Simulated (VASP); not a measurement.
Al2H, 3 atoms in the cell. The cell holds a slab with vacuum, 3 atoms: a = 2.789 Å, b = 2.789 Å, c = 11.403 Å, α = 90.00°, β = 90.00°, γ = 120.00°. 

* Program: VASP 6.6.1
* Task: single point
* Functional: PBE
* Potentials or basis: VASP PAW PBE potentials, release 64 (Al, H)
* Cutoff: 500 eV
* k mesh: 10 × 10 × 2
* Occupations: gaussian, width 0.2 eV
* Spin: no spin polarisation
* Dipole correction: no
* Further INCAR settings: ALGO = Normal; EDIFF = 1e-06; NBANDS = 10

Potentials or basis: VASP PAW PBE potentials, release 64 (Al, H).

Launch:

```bash
$ cat potpaw_PBE.64/Al/POTCAR potpaw_PBE.64/H/POTCAR > POTCAR
$ mpirun -np 1 vasp_std > vasp.out
```

Hardware: 1 thread of Intel Xeon 8259CL (shared host).

Question: How long does it take, and how much memory?

Answer: It took 53 s on 1 thread of Intel Xeon 8259CL (shared host), peak memory 0.17 GiB. Counts: scf iterations 14, k points 28.
